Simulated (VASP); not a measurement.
Input of a VASP 6.6.1 run:

Contents of INCAR:

```
SYSTEM = PbO2
PREC = Accurate
ENCUT = 600
EDIFF = 1E-6
ISMEAR = -1
SIGMA = 0.05
LREAL = .FALSE.
LASPH = .TRUE.
NELM = 100
ALGO = Normal
ISIF = 3
LWAVE = .FALSE.
LCHARG = .FALSE.
GGA = PS
IBRION = 2
NSW = 60
EDIFFG = -0.01
PSTRESS = 50.0
```

Contents of KPOINTS:

```
Automatic mesh
0
G
  6 6 8
  0 0 0
```

File POSCAR:

```
PbO2
1.0
    4.9949598700      0.0000000000      0.0000000000
    0.0000000000      4.9949598700      0.0000000000
    0.0000000000      0.0000000000      3.4090009600
Pb O
2 4
Direct
    0.5000000000      0.5000000000      0.5000000000
    0.0000000000      0.0000000000      0.0000000000
    0.6925710400      0.6925710400      0.0000000000
    0.8074289600      0.1925710400      0.5000000000
    0.1925710400      0.8074289600      0.5000000000
    0.3074289600      0.3074289600      0.0000000000
```

Potentials or basis: VASP PAW PBE potentials, release 64 (Pb_d, O).

The run is started by

```sh
$ cat potpaw_PBE.64/Pb_d/POTCAR potpaw_PBE.64/O/POTCAR > POTCAR
$ mpirun -np 1 vasp_std > vasp.out
```

(1) What does it give for the relaxed volume?

(2) What does it give for the relaxed cell?

(3) Predict the space group after relaxing (to 0.1 Å).

Answers

(1) 13.71 Å³/atom.

(2) a = 4.915 Å, b = 4.915 Å, c = 3.405 Å, α = 90.00°, β = 90.00°, γ = 90.00°.

(3) P4_2/mnm (No. 136).

Caveat: the cell is relaxed towards a set pressure, so the run minimises the enthalpy, not the energy; the PAW data sets were made with another functional, which shifts forces and pressure a little.
